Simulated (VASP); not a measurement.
## CuI: single point with PBE

CuI:

```
I Cu
1.0
     0.00000    3.03150    3.03150
     3.03150    0.00000    3.03150
     3.03150    3.03150    0.00000
I Cu
1 1
Direct
  0.00000 0.00000 0.00000
  0.75000 0.75000 0.75000
```

```
Program                : VASP 6.6.1
Task                   : single point
Functional             : PBE
Potentials or basis    : VASP PAW PBE potentials, release 64 (I, Cu)
Cutoff                 : 520 eV
k mesh                 : 6 × 6 × 6
Occupations            : fermi-dirac, width 0.05 eV
Spin                   : non-collinear spin, zero start, spin-orbit coupling
Starting moments       : [[0.0, 0.0, 0.0], [0.0, 0.0, 0.0]] μB
Dipole correction      : no
Further INCAR settings : ALGO = Normal; EDIFF = 1e-06; NBANDS = 30
```

The pressure is 0.7 GPa and the net moment is 0.00 μB per cell. The valence electrons inside the program's atomic spheres are I 4.31; Cu 9.92.

Moments on the atoms (μB; x, y, z):
```
I   0.00 0.00 0.00
Cu  0.00 0.00 0.00
```

Wall time 61 s on 1 thread of Intel(R) Xeon(R) Platinum 8488C (Sapphire Rapids) (shared host), peak memory 0.33 GiB.
